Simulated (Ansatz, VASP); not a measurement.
**WC in VASP and in Ansatz**

```
CELL_PARAMETERS angstrom
1.64035 -2.11804 0.00000
1.64035 2.11804 0.00000
0.00000 0.00000 4.30942
ATOMIC_POSITIONS crystal
W 0.50000 0.50000 0.50000
C 0.00000 0.00000 0.00000
```

Alike in both runs: task relaxation of cell and atoms; functional PBE; k mesh 10 × 10 × 6; occupations fermi-dirac, width 0.05 eV; no spin polarisation.

|  | VASP | Ansatz |
| --- | --- | --- |
| version | VASP 6.6.1 | Ansatz 0.2.0 |
| potentials or method | VASP PAW PBE potentials, release 64 (W_sv, C) | Ansatz PAW |
| plane-wave cutoff (eV) | 600 | 420 |
| valence electrons in the cell | 18 | 18 |

Ansatz gave:

```
gap on the k mesh at the Fermi level, each at its own relaxed structure (eV) : none
relaxed volume (Å³/atom)                                                     : 11.80
relaxed cell length with the largest relative difference (Å)                 : 3.037
```

Problem. Which values does VASP return?

Solution. gap on the k mesh at the Fermi level, each at its own relaxed structure (eV): none; relaxed volume (Å³/atom): 11.79; relaxed cell length with the largest relative difference (Å): 3.031.

A gap of «none» marks a metal or a gap that the smearing closes.

Neither program's run includes spin-orbit coupling. Noted on VASP's run: the volume moved by over 15 % at a fixed basis, so the end points are rough. Noted on Ansatz's run: the volume moved by over 15 % at a fixed basis, so the end points are rough; the plane-wave basis is chosen anew once the cell has moved, so the energies of steps on either side of that aren't comparable.
